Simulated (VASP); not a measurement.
# SiO2 (P4_32_12) in VASP: further runs

SiO2 is run at these levels: LDA, r2SCAN, PBE; tasks: single point.

Program: VASP 6.6.1. These are calculated values, not measurements. Logs are shortened: lines on timing, memory, paths and dates and some standing lists are left out, and cuts for length are marked.

## 1. The cell of the first run

The structure is tetragonal, space group P4_32_12 (No. 96). The conventional cell has a = 4.976 Å, b = 4.976 Å, c = 6.901 Å, α = 90.00°, β = 90.00°, γ = 90.00°. Si (site symmetry 2) has 4 O at 1.61 Å within 2.1 Å. O (site symmetry 1) has 2 Si at 1.61 Å within 2.1 Å.

## 2. Single point, LDA

INCAR reads:

```
PREC = Accurate
ENCUT = 520
EDIFF = 1E-7
ISMEAR = 0
SIGMA = 0.01
LREAL = F
LASPH = T
NELM = 80
ALGO = Normal
ISIF = 2
LWAVE = F
LCHARG = T
GGA = CA
LELF = T
LVHAR = T
NBANDS = 44
```

KPOINTS reads:

```
regular mesh
0
Gamma
  6 6 4
```

POSCAR reads:

```
SiO2
1.0
    4.9755888200      0.0000000000      0.0000000000
    0.0000000000      4.9755888200      0.0000000000
    0.0000000000      0.0000000000      6.9008894400
Si O
4 8
Direct
    0.8032465600      0.8032465600      0.5000000000
    0.6967534400      0.3032465600      0.2500000000
    0.3032465600      0.6967534400      0.7500000000
    0.1967534400      0.1967534400      0.0000000000
    0.7617576300      0.1103870700      0.4320415600
    0.8896129300      0.2382423700      0.0679584400
    0.1103870700      0.7617576300      0.5679584400
    0.2617576300      0.3896129300      0.8179584400
    0.2382423700      0.8896129300      0.9320415600
    0.7382423700      0.6103870700      0.3179584400
    0.3896129300      0.2617576300      0.1820415600
    0.6103870700      0.7382423700      0.6820415600
```

Potentials or basis: VASP PAW LDA potentials, release 64 (Si, O).

Run with:

```sh
cat potpaw_LDA.64/Si/POTCAR potpaw_LDA.64/O/POTCAR > POTCAR
mpirun -np 1 vasp_std > vasp.out
```

OUTCAR:

```text
PREC = Accurate
   ENCUT = 520
   EDIFF = 1E-7
   ISMEAR = 0
   LREAL = F
   LASPH = T
   NELM = 80
   ISIF = 2
   GGA = CA

 ion  position               nearest neighbor table
   1  0.803  0.803  0.500-   5 1.61   7 1.61  10 1.61  12 1.61   2 3.07   3 3.07   2 3.07   3 3.07

   2  0.697  0.303  0.250-  10 1.61  11 1.61   5 1.61   6 1.61   1 3.07   4 3.07   1 3.07   4 3.07

   3  0.303  0.697  0.750-   8 1.61  12 1.61   9 1.61   7 1.61   1 3.07   4 3.07   4 3.07   1 3.07

   4  0.197  0.197  0.000-   6 1.61   9 1.61   8 1.61  11 1.61   2 3.07   3 3.07   3 3.07   2 3.07

   5  0.762  0.110  0.432-   1 1.61   2 1.61
   6  0.890  0.238  0.068-   4 1.61   2 1.61
   7  0.110  0.762  0.568-   1 1.61   3 1.61
   8  0.262  0.390  0.818-   3 1.61   4 1.61
   9  0.238  0.890  0.932-   4 1.61   3 1.61
  10  0.738  0.610  0.318-   2 1.61   1 1.61
  11  0.390  0.262  0.182-   2 1.61   4 1.61
  12  0.610  0.738  0.682-   3 1.61   1 1.61

  LATTYP: Found a simple tetragonal cell.
 ALAT       =     4.9755888200
 C/A-ratio  =     1.3869493018

  Lattice vectors:

 A1 = (   4.9755888200,   0.0000000000,   0.0000000000)
 A2 = (   0.0000000000,   4.9755888200,   0.0000000000)
 A3 = (   0.0000000000,   0.0000000000,   6.9008894400)

Analysis of symmetry for initial positions (statically):
=====================================================================
 Subroutine PRICEL returns:
 Original cell was already a primitive cell.

 Routine SETGRP: Setting up the symmetry group for a
 simple tetragonal supercell.

 Subroutine GETGRP returns: Found  8 space group operations
 (whereof  2 operations were pure point group operations)
 out of a pool of 16 trial point group operations.

The static configuration has the point symmetry C_2 .
 The point group associated with its full space group is D_4 .

Analysis of symmetry for dynamics (positions and initial velocities):
=====================================================================
 Subroutine PRICEL returns:
 Original cell was already a primitive cell.

 Routine SETGRP: Setting up the symmetry group for a
 simple tetragonal supercell.

 Subroutine GETGRP returns: Found  8 space group operations
 (whereof  2 operations were pure point group operations)
 out of a pool of 16 trial point group operations.

The dynamic configuration has the point symmetry C_2 .
 The point group associated with its full space group is D_4 .

 Subroutine INISYM returns: Found  8 space group operations
 (whereof  2 operations are pure point group operations),
 and found     1 'primitive' translations

----------------------------------------------------------------------------------------

                                     Primitive cell

  volume of cell :     170.8418

  direct lattice vectors                    reciprocal lattice vectors
     4.975588820  0.000000000  0.000000000     0.200981238  0.000000000  0.000000000
     0.000000000  4.975588820  0.000000000     0.000000000  0.200981238  0.000000000
     0.000000000  0.000000000  6.900889440     0.000000000  0.000000000  0.144908857

  length of vectors
     4.975588820  4.975588820  6.900889440     0.200981238  0.200981238  0.144908857

  position of ions in fractional coordinates (direct lattice)
     0.803246560  0.803246560  0.500000000
     0.696753440  0.303246560  0.250000000
     0.303246560  0.696753440  0.750000000
     0.196753440  0.196753440  0.000000000
     0.761757630  0.110387070  0.432041560
     0.889612930  0.238242370  0.067958440
     0.110387070  0.761757630  0.567958440
     0.261757630  0.389612930  0.817958440
     0.238242370  0.889612930  0.932041560
     0.738242370  0.610387070  0.317958440
     0.389612930  0.261757630  0.182041560
     0.610387070  0.738242370  0.682041560

  ion indices of the primitive-cell ions
   primitive index   ion index
                 1           1
                 2           2
                 3           3
                 4           4
                 5           5
                 6           6
                 7           7
                 8           8
                 9           9
                10          10
                11          11
                12          12

----------------------------------------------------------------------------------------

 KPOINTS: regular mesh

Automatic generation of k-mesh.
 Grid dimensions read from file:
 generate k-points for:    6    6    4

 Generating k-lattice:

  Cartesian coordinates                     Fractional coordinates (reciprocal lattice)
     0.033496873  0.000000000  0.000000000     0.166666667  0.000000000  0.000000000
     0.000000000  0.033496873  0.000000000     0.000000000  0.166666667  0.000000000
     0.000000000  0.000000000  0.036227214     0.000000000  0.000000000  0.250000000

  Length of vectors
     0.033496873  0.033496873  0.036227214

  Shift w.r.t. Gamma in fractional coordinates (k-lattice)
     0.000000000  0.000000000  0.000000000

 Subroutine IBZKPT returns following result:
 ===========================================

 Found     30 irreducible k-points:

 Following reciprocal coordinates:
            Coordinates               Weight
  0.000000  0.000000  0.000000      1.000000
  0.166667  0.000000  0.000000      4.000000
  0.333333  0.000000  0.000000      4.000000
  0.500000  0.000000  0.000000      2.000000
  0.166667  0.166667  0.000000      4.000000
  0.333333  0.166667  0.000000      8.000000
[... 16 lines left out ...]
  0.333333  0.000000  0.500000      4.000000
  0.500000  0.000000  0.500000      2.000000
 [... further k-points ...]
   k-points           NKPTS =     30   k-points in BZ     NKDIM =     30   number of bands    NBANDS=     44
   number of dos      NEDOS =    301   number of ions     NIONS =     12
   total plane-waves  NPLWV =  86400
   dimension x,y,z NGX =    40 NGY =   40 NGZ =   54
   dimension x,y,z NGXF=    80 NGYF=   80 NGZF=  108
   ions per type =               4   8
   NGX,Y,Z   is equivalent  to a cutoff of  13.36, 13.36, 13.01 a.u.
   NGXF,Y,Z  is equivalent  to a cutoff of  26.73, 26.73, 26.02 a.u.
 SYSTEM =  unknown system
   PREC   = accura    normal or accurate (medium, high low for compatibility)
   ISTART =      0    job   : 0-new  1-cont  2-samecut
   ICHARG =      2    charge: 1-file 2-atom 10-const
   ISPIN  =      1    spin polarized calculation?
   LNONCOLLINEAR =      F non collinear calculations
   LSORBIT =      F    spin-orbit coupling
   LASPH  =      T    aspherical Exc in radial PAW
   ENCUT  =  520.0 eV  38.22 Ry    6.18 a.u.   9.25  9.25 12.83*2*pi/ulx,y,z
   NELM   =     80;   NELMIN=  2; NELMDL= -5     # of ELM steps
   EDIFF  = 0.1E-06   stopping-criterion for ELM
   LREAL  =      F    real-space projection
   EDIFFG = 0.1E-05   stopping-criterion for IOM
   NSW    =      0    number of steps for IOM
   IBRION =     -1    ionic relax: 0-MD 1-quasi-New 2-CG
   NFREE  =      0    steps in history (QN), initial steepest desc. (CG)
   ISIF   =      2    stress and relaxation
   ISYM   =      2    0-nonsym 1-usesym 2-fastsym
   POTIM  = 0.5000    time-step for ionic-motion
   TEBEG  =    0.0;   TEEND  =   0.0 temperature during run
   PSTRESS=    0.0 pullay stress
   NELECT =      64.0000    total number of electrons
   NUPDOWN=      -1.0000    fix difference up-down
   EMIN   =  10.00;   EMAX   =-10.00  energy-range for DOS
   EFERMI =   0.00;   METHOD = LEGACY
   ISMEAR =     0;   SIGMA  =   0.01  broadening in eV -4-tet -1-fermi 0-gaus
   EFERMI_NEDOS =   21; number of points for ismear=-14 and -15
   IALGO  =     38    algorithm
   IMIX   =      4    mixing-type and parameters
     AMIX     =   0.40;   BMIX     =  1.00
     AMIX_MAG =   1.60;   BMIX_MAG =  1.00
  volume/ion in A,a.u.               =      14.24        96.07
  Fermi-wavevector in a.u.,A,eV,Ry     =   1.180149  2.230158 18.949534  1.392751
  Thomas-Fermi vector in A             =   2.316447
   LORBIT       =      0    0 simple, 1 ext, 2 COOP (PROOUT), +10 PAW based schemes
   GGA     = CA    functional components
   LHFCALC =     F    Hartree Fock is set to
   AEXX    =    0.0000 exact exchange contribution
   IVDW    =     0    specifies the selected vdW correction
   LEPSILON=     F    determine dielectric tensor
   LRPA    =     F    only Hartree local field effects (RPA)
 non-spin polarized calculation
 Gauss-broadening in eV      SIGMA  =   0.01
  energy-cutoff  :      520.00
  volume of cell :      170.84
 maximum number of plane-waves:      4630
 NGX is ok and might be reduce to    40
   NGX = 19   NGY = 19   NGZ = 25

 number of electron      63.9999966 magnetization

 Free energy of the ion-electron system (eV)
  ---------------------------------------------------
  ext. energy  EPLUGINS =         0.00000000
  ---------------------------------------------------
  free energy    TOTEN  =      -103.74669168 eV

  energy without entropy =     -103.74669168  energy(sigma->0) =     -103.74669168

 E-fermi :   0.0135     XC(G=0):  -9.0407

 val. band max:       -0.0776609751   @ k =   0.0000   0.0000   0.0000
 cond. band min:       5.4126897282   @ k =   0.0000   0.0000   0.0000
 fundamental gap:      5.4903507033
 Fermi energy:         0.0135243428

 k-point     1 :       0.0000    0.0000    0.0000
  band No.  band energies     occupation
      1     -19.3039      2.00000
      2     -18.3692      2.00000
      3     -18.3692      2.00000
      4     -17.1550      2.00000
      5     -17.1099      2.00000
      6     -17.1083      2.00000
[... 36 lines left out ...]
     43      11.0711      0.00000
     44      11.2191      0.00000

 k-point     2 :       0.1667    0.0000    0.0000
  band No.  band energies     occupation
      1     -19.2441      2.00000
      2     -18.4301      2.00000
      3     -18.2983      2.00000
      4     -17.2027      2.00000
      5     -17.1595      2.00000
      6     -17.1260      2.00000
[... 1026 lines left out ...]
 k-point    24 :       0.5000    0.0000    0.5000
  band No.  band energies     occupation
      1     -18.8351      2.00000
      2     -18.8351      2.00000
      3     -17.8231      2.00000
      4     -17.8231      2.00000
      5     -17.1555      2.00000
      6     -17.1555      2.00000
[... 36 lines left out ...]
     43      11.0922      0.00000
     44      11.0926      0.00000

 [... further k-points ...]
[... 5 lines left out ...]
  --------------------------------------------------------------------------------------
  -------------------------------------------------------------------------------------
  Total       -1.1127441     -1.1127441     -1.0297654      0.0000000      0.0000000      0.0000000
  in kB      -10.4354663    -10.4354663     -9.6572808      0.0000000      0.0000000      0.0000000
  external PRESSURE =     -10.1760711 kB  Pullay stress =       0.0000000 kB

 VOLUME and BASIS-vectors are now :
 -----------------------------------------------------------------------------
  energy-cutoff  :      520.00
  volume of cell :      170.84
      direct lattice vectors                 reciprocal lattice vectors
     4.975588820  0.000000000  0.000000000     0.200981238  0.000000000  0.000000000
     0.000000000  4.975588820  0.000000000     0.000000000  0.200981238  0.000000000
     0.000000000  0.000000000  6.900889440     0.000000000  0.000000000  0.144908857

 POSITION                                       TOTAL-FORCE (eV/Angst)
 -----------------------------------------------------------------------------------
      3.99662      3.99662      3.45044        -0.012998     -0.012998      0.000000
      3.46676      1.50883      1.72522         0.012998     -0.012998      0.000000
      1.50883      3.46676      5.17567        -0.012998      0.012998      0.000000
      0.97896      0.97896      0.00000         0.012998      0.012998      0.000000
      3.79019      0.54924      2.98147         0.003815     -0.028924     -0.057345
      4.42635      1.18540      0.46897         0.028924     -0.003815      0.057345
      0.54924      3.79019      3.91942        -0.028924      0.003815      0.057345
      1.30240      1.93855      5.64464         0.003815      0.028924      0.057345
      1.18540      4.42635      6.43192        -0.003815      0.028924     -0.057345
      3.67319      3.03704      2.19420        -0.003815     -0.028924      0.057345
      1.93855      1.30240      1.25625         0.028924      0.003815     -0.057345
      3.03704      3.67319      4.70669        -0.028924     -0.003815     -0.057345
 -----------------------------------------------------------------------------------
    total drift:                                0.000000     -0.000000     -0.000000

  FREE ENERGIE OF THE ION-ELECTRON SYSTEM (eV)
  ---------------------------------------------------
  free  energy   TOTEN  =      -103.7466916766 eV

  energy  without entropy=     -103.7466916766  energy(sigma->0) =     -103.74669168
```

It took 2.2 min on 1 thread of AMD EPYC 9R45 (Zen 5), shared host; peak memory 0.28 GiB.

Results:

```
Free energy            : -103.7467 eV
Pressure               : -1.0 GPa
Largest force          : 0.064 eV/Å
Band gap on the k mesh : 5.49 eV, direct
```

Forces on the atoms (eV/Å):
```
Si  -0.013 -0.013  0.000
Si   0.013 -0.013  0.000
Si  -0.013  0.013  0.000
Si   0.013  0.013  0.000
O    0.004 -0.029 -0.057
O    0.029 -0.004  0.057
O   -0.029  0.004  0.057
O    0.004  0.029  0.057
O   -0.004  0.029 -0.057
O   -0.004 -0.029  0.057
O    0.029  0.004 -0.057
O   -0.029 -0.004 -0.057
```

A k mesh can miss the band edges.

## 3. Single point, r2SCAN

POSCAR is that of step 2.

INCAR.step1 reads:

```
SYSTEM = SiO2
PREC = Accurate
ENCUT = 520
ISMEAR = 0
SIGMA = 0.01
LREAL = .FALSE.
LASPH = .TRUE.
NELM = 80
NBANDS = 44
GGA = PE
ALGO = Normal
EDIFF = 1E-4
LWAVE = .TRUE.
LCHARG = .FALSE.
```

INCAR.step2 reads:

```
SYSTEM = SiO2
PREC = Accurate
ENCUT = 520
EDIFF = 1E-6
ISMEAR = 0
SIGMA = 0.01
LREAL = .FALSE.
LASPH = .TRUE.
NELM = 80
ALGO = Normal
ISIF = 2
LWAVE = .FALSE.
LCHARG = .TRUE.
METAGGA = R2SCAN
LMIXTAU = .TRUE.
LELF = .TRUE.
LVHAR = .TRUE.
NBANDS = 44
ISTART = 1
```

KPOINTS reads:

```
regular mesh
0
G
  6 6 4
  0 0 0
```

Potentials or basis: VASP PAW PBE potentials, release 64 (Si, O).

Run with:

```sh
cat potpaw_PBE.64/Si/POTCAR potpaw_PBE.64/O/POTCAR > POTCAR
cp INCAR.step1 INCAR
mpirun -np 1 vasp_std > vasp.out
cp INCAR.step2 INCAR
mpirun -np 1 vasp_std > vasp.out
```

It took 7.8 min on 1 thread of AMD EPYC 9R45 (Zen 5), shared host; peak memory 0.36 GiB.

It converged, with:

* Free energy: -119.1630 eV
* Pressure: 0.3 GPa
* Largest force: 0.020 eV/Å
* Band gap on the k mesh: 6.35 eV, direct

Forces in eV/Å, atoms in the order of the input:
```
Si  -0.004 -0.004  0.000
Si   0.004 -0.004  0.000
Si  -0.004  0.004  0.000
Si   0.004  0.004  0.000
O    0.010  0.015 -0.008
O   -0.015 -0.010  0.008
O    0.015  0.010  0.008
O    0.010 -0.015  0.008
O   -0.010 -0.015 -0.008
O   -0.010  0.015  0.008
O   -0.015  0.010 -0.008
O    0.015 -0.010 -0.008
```

Levels at points of the mesh, in eV from the valence-band top:
```tsv
k point	band 30	band 31	band 32	band 33	band 34	band 35
(0.00, 0.00, 0.00)	-0.31	-0.31	0.00	6.35	9.63	9.63
(0.50, 0.00, 0.00)	-0.65	-0.50	-0.50	8.47	8.47	10.04
(0.50, 0.50, 0.00)	-0.60	-0.54	-0.54	9.45	9.45	9.64
(0.00, 0.00, 0.50)	-0.55	-0.39	-0.39	7.65	7.65	10.31
(0.50, 0.00, 0.50)	-0.94	-0.18	-0.18	8.91	8.91	9.63
(0.50, 0.50, 0.50)	-0.61	-0.61	-0.61	9.98	9.98	9.98
```

Caveat: the PAW data sets were made with another functional, which shifts forces and pressure a little. A k mesh can miss the band edges.

## 4. Single point, LDA

INCAR reads:

```
ALGO = Normal ; EDIFF = 1E-7
ENCUT = 520 ; GGA = CA
ISIF = 2 ; ISMEAR = -1
LASPH = True ; LCHARG = False
LREAL = False ; LWAVE = False
NBANDS = 44 ; NELM = 100
PREC = Accurate ; SIGMA = 0.05
```

KPOINTS reads:

```
k-points
0
Gamma
  6 6 4
```

POSCAR is that of step 3.

Potentials or basis: VASP PAW LDA potentials, release 64 (Si, O).

Run with:

```sh
cat potpaw_LDA.64/Si/POTCAR potpaw_LDA.64/O/POTCAR > POTCAR
mpirun -np 1 vasp_std > vasp.out
```

Wall time 5.2 min (1 thread of Intel Xeon 6975P-C, shared host); peak memory 0.31 GiB.

The run converged. Its results:

- Free energy: -103.7467 eV
- Pressure: -1.0 GPa
- Largest force: 0.064 eV/Å
- Band gap on the k mesh: 5.49 eV, direct

Forces on the atoms (eV/Å):
```
Si  -0.013 -0.013  0.000
Si   0.013 -0.013  0.000
Si  -0.013  0.013  0.000
Si   0.013  0.013  0.000
O    0.004 -0.029 -0.057
O    0.029 -0.004  0.057
O   -0.029  0.004  0.057
O    0.004  0.029  0.057
O   -0.004  0.029 -0.057
O   -0.004 -0.029  0.057
O    0.029  0.004 -0.057
O   -0.029 -0.004 -0.057
```

Stress tensor (GPa, compression positive):
```
-1.04  0.00  0.00
 0.00 -1.04  0.00
 0.00  0.00 -0.97
```

Levels at points of the mesh, in eV from the valence-band top:
```csv
k point,band 30,band 31,band 32,band 33,band 34,band 35
"(0.00, 0.00, 0.00)",-0.30,-0.30,0.00,5.49,8.54,8.54
"(0.50, 0.00, 0.00)",-0.66,-0.50,-0.50,7.54,7.54,8.96
"(0.50, 0.50, 0.00)",-0.60,-0.54,-0.54,8.46,8.46,8.61
"(0.00, 0.00, 0.50)",-0.55,-0.40,-0.40,6.75,6.75,9.12
"(0.50, 0.00, 0.50)",-0.94,-0.18,-0.18,7.89,7.89,8.70
"(0.50, 0.50, 0.50)",-0.61,-0.61,-0.61,8.96,8.96,8.96
```

[end of part 1 of 2]
